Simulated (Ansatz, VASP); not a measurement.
SnTe: VASP beside Ansatz

```
CELL_PARAMETERS angstrom
3.90470 0.00000 0.00000
0.00000 3.90470 0.00000
0.00000 0.00000 3.90470
ATOMIC_POSITIONS crystal
Te 0.50000 0.50000 0.50000
Sn 0.00000 0.00000 0.00000
```

Alike in both runs: task single point; functional LDA; k mesh 7 × 7 × 7; occupations fermi-dirac, width 0.05 eV; no spin polarisation.

|  | VASP | Ansatz |
| --- | --- | --- |
| version | VASP 6.6.1 | Ansatz 0.2.0 |
| potentials or method | VASP PAW LDA potentials, release 64 (Te, Sn_d), cutoff 520 eV | all-electron LAPW, scalar-relativistic |

Ansatz gave:

* gap on the k mesh at the Fermi level (eV): none
* pressure (GPa): -4.7

Which values does VASP return?

gap on the k mesh at the Fermi level (eV): none; pressure (GPa): -4.8.

LDA's correlation is that of Perdew and Zunger in VASP and of Perdew and Wang (1992) in Ansatz. A gap of «none» marks a metal or a gap that the smearing closes. Ansatz ran all-electron here, and VASP with PAW potentials.

Spin-orbit coupling is off throughout.
